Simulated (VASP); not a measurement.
Set up this calculation in VASP 6.6.1, as the native input.

| Item | Value |
| --- | --- |
| Task | electric field gradients |
| Functional | PBE |
| Potentials or basis | VASP PAW PBE potentials, release 64 (La) |
| Cutoff | 520 eV |
| k mesh | 11 × 11 × 6 |
| Occupations | fermi-dirac, width 0.05 eV |
| Spin | no spin polarisation |
| Dipole correction | no |
| Further INCAR settings | ALGO = Normal; EDIFF = 1e-08; NBANDS = 18 |

The structure of La lies in POSCAR:

```
La
1.0
    3.7500020507      0.0000000000      0.0000000000
   -1.8750010253      3.2475970401      0.0000000000
    0.0000000000      0.0000000000      6.0700000000
La
2
Direct
    0.3333333333      0.6666666667      0.2500000000
    0.6666666667      0.3333333333      0.7500000000
```

The input as run:

INCAR

```
ALGO = Normal ; EDIFF = 1E-8
ENCUT = 520 ; GGA = PE
ISIF = 2 ; ISMEAR = -1
LASPH = True ; LCHARG = False
LEFG = True ; LREAL = False
LWAVE = False ; NBANDS = 18
NELM = 60 ; PREC = Accurate
SIGMA = 0.05
```

KPOINTS

```
k-points
0
Gamma
  11 11 6
```

Potentials or basis: VASP PAW PBE potentials, release 64 (La).

Run with:

```sh
$ cat potpaw_PBE.64/La/POTCAR > POTCAR
$ mpirun -np 1 vasp_std > vasp.out
```

Results of the run:

| Quantity | Value |
| --- | --- |
| Pressure | 0.5 GPa |
| Band gap on the k mesh | zero (bands 11 and 12 overlap by 1.47 eV) |
| Largest electric field gradient by atom | La +12.5 V/Å² |

Caveat: without QUAD_EFG the Cq values of the log hold for a quadrupole moment of 1 mb, not for the nuclei; spin-orbit coupling is left out, which moves the levels of the heavy elements.

Run time: 2.1 min on 1 thread of Intel(R) Xeon(R) Platinum 8375C CPU @ 2.90GHz (Ice Lake), with other jobs on the host, peak memory 0.24 GiB.
